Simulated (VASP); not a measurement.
Wanted: the native input for a VASP 6.6.1 run.

* Task: single point
* Functional: PBEsol-based screened hybrid
* Potentials or basis: VASP PAW PBE potentials, release 64 (Bi_d, Te)
* Cutoff: 520 eV
* k mesh: 4 × 4 × 4
* Occupations: fermi-dirac, width 0.05 eV
* Spin: no spin polarisation
* Dipole correction: no
* Grid for exact exchange (PRECFOCK): Normal
* Share of exact exchange: 0.25
* Further INCAR settings: ALGO = Normal; EDIFF = 1e-06; NBANDS = 18
* Screening parameter: 0.207 1/Å

The system is BiTe.

```
CELL_PARAMETERS angstrom
0.00000 3.23500 3.23500
3.23500 0.00000 3.23500
3.23500 3.23500 0.00000
ATOMIC_POSITIONS crystal
Bi 0.00000 0.00000 0.00000
Te 0.50000 0.50000 0.50000
```

These files were run (other wordings do the same):

POSCAR

```
BiTe
1.0
    0.0000000000      3.2350000000      3.2350000000
    3.2350000000      0.0000000000      3.2350000000
    3.2350000000      3.2350000000      0.0000000000
Bi Te
1 1
Direct
    0.0000000000      0.0000000000      0.0000000000
    0.5000000000      0.5000000000      0.5000000000
```

INCAR.step1

```
PREC     = Accurate       # precision mode
ENCUT    = 520            # plane-wave cutoff, eV
EDIFF    = 1E-5           # SCF threshold, eV
ISMEAR   = -1             # smearing method
SIGMA    = 0.05           # smearing width, eV
LREAL    = F              # projectors in reciprocal space
LASPH    = T              # aspherical terms in the spheres
NELM     = 100            # most SCF steps
ALGO     = Normal         # electronic algorithm
ISIF     = 2              # what is computed and relaxed
LWAVE    = T              # write WAVECAR
NBANDS   = 18             # bands
GGA      = PE             # functional
```

INCAR.step2

```
PREC     = Accurate       # precision mode
ENCUT    = 520            # plane-wave cutoff, eV
EDIFF    = 1E-6           # SCF threshold, eV
ISMEAR   = -1             # smearing method
SIGMA    = 0.05           # smearing width, eV
LREAL    = F              # projectors in reciprocal space
LASPH    = T              # aspherical terms in the spheres
NELM     = 100            # most SCF steps
ALGO     = Normal         # electronic algorithm
ISIF     = 2              # what is computed and relaxed
LWAVE    = F              # write WAVECAR
LCHARG   = T              # write CHGCAR
GGA      = PS             # functional
LHFCALC  = T              # exact exchange
AEXX     = 0.25           # exact-exchange fraction
HFSCREEN = 0.207          # screening, 1/A
PRECFOCK = Normal       
LELF     = T              # ELF
LVHAR    = T            
NBANDS   = 18             # bands
ISTART   = 1
```

KPOINTS

```
Automatic mesh
0
Gamma
  4 4 4
```

Potentials or basis: VASP PAW PBE potentials, release 64 (Bi_d, Te).

Command:

```sh
$ cat potpaw_PBE.64/Bi_d/POTCAR potpaw_PBE.64/Te/POTCAR > POTCAR
$ cp INCAR.step1 INCAR
$ mpirun -np 1 vasp_std > vasp.out
$ cp INCAR.step2 INCAR
$ mpirun -np 1 vasp_std > vasp.out
```

It gave:

The pressure is -3.0 GPa.

Caveat: the k points lie up to 0.42 Å⁻¹ apart; the PAW data sets were made with another functional, which shifts forces and pressure a little.

It took 12 min on 1 thread of Intel(R) Xeon(R) Platinum 8375C CPU @ 2.90GHz (Ice Lake), on a shared host, peak memory 0.32 GiB.
